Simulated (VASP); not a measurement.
Input of a VASP 6.6.1 run:

File INCAR:

```
ALGO = Normal ; EDIFF = 1E-6
ENCUT = 520 ; ISIF = 2
ISMEAR = -1 ; LASPH = T
LCHARG = F ; LREAL = F
LWAVE = F ; NBANDS = 17
NELM = 60 ; PREC = Accurate
SIGMA = 0.05
```

KPOINTS

```
k-points
0
Gamma
  8 8 8
```

POSCAR

```
PbS
1.0
    2.0984823409      1.2115593444      3.4287483306
   -2.0984823409      1.2115593444      3.4287483306
    0.0000000000     -2.4231186889      3.4287483306
Pb S
1 1
Direct
    0.9805657800      0.9805657800      0.9805657800
    0.4750355500      0.4750355500      0.4750355500
```

Potentials or basis: VASP PAW LDA potentials, release 64 (Pb_d, S).

Command:

```sh
$ cat potpaw_LDA.64/Pb_d/POTCAR potpaw_LDA.64/S/POTCAR > POTCAR
$ mpirun -np 1 vasp_std > vasp.out
```

(1) Predict the band gap on the k mesh.

(2) Estimate the pressure.

(3) What does it give for the largest force?

Answers

(1) 0.24 eV.

(2) -2.7 GPa.

(3) 0.007 eV/Å.

Caveat: spin-orbit coupling is left out, which moves the levels of the heavy elements.
